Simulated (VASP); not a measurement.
## SiNi: single point with r2SCAN

SiNi:

```xyz
8
Lattice="4.4648 0.0000 0.0000 0.0000 4.4648 0.0000 0.0000 0.0000 4.4648" Properties=species:S:1:pos:R:3 pbc="T T T"
Si    3.7813    3.7813    3.7813
Si    2.9159    0.6835    1.5489
Si    1.5489    2.9159    0.6835
Si    0.6835    1.5489    2.9159
Ni    0.6640    0.6640    0.6640
Ni    1.5684    3.8008    2.8964
Ni    2.8964    1.5684    3.8008
Ni    3.8008    2.8964    1.5684
```

```
Program             : VASP 6.6.1
Task                : single point
Functional          : r2SCAN
Potentials or basis : VASP PAW PBE potentials, release 64 (Si, Ni)
Cutoff              : 520 eV
k mesh              : 10 × 10 × 10
Occupations         : gaussian, width 0.15 eV
Spin                : no spin polarisation
```

- Pressure: 0.1 GPa
- Band gap on the k mesh: zero (band 28 reaches 13.47 eV, above the bottom of band 29 at 12.13 eV)

Levels at points of the mesh, in eV from the Fermi level:
```
           k point  band 25  band 26  band 27  band 28  band 29  band 30  band 31  band 32
(0.00, 0.00, 0.00)    -1.76    -1.76    -1.76     1.16     1.16     1.16     1.41     1.41
(0.50, 0.00, 0.00)    -2.16    -2.16    -0.71    -0.71    -0.18    -0.18     2.96     2.96
(0.50, 0.50, 0.00)    -1.69    -1.69    -1.08    -1.08     0.42     0.42     0.94     0.94
(0.50, 0.50, 0.50)    -1.96    -1.96    -1.96    -1.96     4.67     4.67     4.67     4.67
```

Wall time 5.1 min on 1 thread of Intel(R) Xeon(R) 6975P-C (Granite Rapids), on a shared host, peak memory 0.34 GiB.

Caveat: the PAW data sets were made with another functional, which shifts forces and pressure a little. Spin polarisation is off, so any magnetic state and its effect on volume and gap are missing.
